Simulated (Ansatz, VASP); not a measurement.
This is a calculation of C for VASP 6.6.1.

The input INCAR:

```
ALGO = Normal
EDIFF = 1E-6
EDIFFG = -0.01
ENCUT = 520
GGA = PE
IBRION = 2
ISIF = 2
ISMEAR = -1
LASPH = True
LCHARG = False
LREAL = False
LWAVE = False
NELM = 100
NSW = 60
PREC = Accurate
SIGMA = 0.05
```

The input KPOINTS:

```
k-points
0
Gamma
  10 10 3
```

The input POSCAR:

```
C
1.0
    2.5473210000      0.0000000000      0.0000000000
   -1.2736605000      2.2060446976      0.0000000000
    0.0000000000      0.0000000000      8.2371000000
C
8
Direct
    0.6666666667      0.3333333333      0.8437500000
    0.3333333333      0.6666666667      0.3437500000
    0.6666666667      0.3333333333      0.6562500000
    0.3333333333      0.6666666667      0.1562500000
    0.0000000000      0.0000000000      0.9062500000
    0.0000000000      0.0000000000      0.4062500000
    0.0000000000      0.0000000000      0.5937500000
    0.0000000000      0.0000000000      0.0937500000
```

Potentials or basis: VASP PAW PBE potentials, release 64 (C).

Launch:

```sh
$ cat potpaw_PBE.64/C/POTCAR > POTCAR
$ mpirun -np 1 vasp_std > vasp.out
```

Q: Set up the same calculation for Ansatz 0.2.0. Potentials there: Ansatz PAW.

A: As run (the cutoff follows the program's own potentials):

input.yaml

```yaml
crystal:
  lattice:
    - [2.547321, 0.0, 0.0]
    - [-1.2736605, 2.2060446976, 0.0]
    - [0.0, 0.0, 8.2371]
  atoms:
    - { symbol: C, position: [0.6666666667, 0.3333333333, 0.84375] }
    - { symbol: C, position: [0.3333333333, 0.6666666667, 0.34375] }
    - { symbol: C, position: [0.6666666667, 0.3333333333, 0.65625] }
    - { symbol: C, position: [0.3333333333, 0.6666666667, 0.15625] }
    - { symbol: C, position: [0.0, 0.0, 0.90625] }
    - { symbol: C, position: [0.0, 0.0, 0.40625] }
    - { symbol: C, position: [0.0, 0.0, 0.59375] }
    - { symbol: C, position: [0.0, 0.0, 0.09375] }
hamiltonian:
  xc: pbe
  pseudopotentials: { kind: paw }
kpoints:
  mp_grid: { grid: [10, 10, 3] }
scf:
  occupations: { method: fermi_dirac, width: 0.05 }
output:
  forces: true
  stress: true
  eigenvalues: true
relax:
  f_tol: 0.01
  max_steps: 40
```

Potentials or basis: Ansatz PAW.

The run is started by

```console
$ ansatz run input.yaml --threads 4 --pin off --max-ram 11264MiB --backend cpu --events-out ev --progress --plain --runs-dir out
```

Both were run:

|  | VASP | Ansatz | Ansatz less VASP |
| --- | --- | --- | --- |
| gap on the k mesh at the Fermi level, each at its own relaxed structure (eV) | 4.30 | 4.31 | +0.008 |

Noted on Ansatz's run: Pulay correction over one GPa; odd divisions of the mesh miss points on the zone boundary, where band edges often lie, so the gap on the mesh can be too wide.
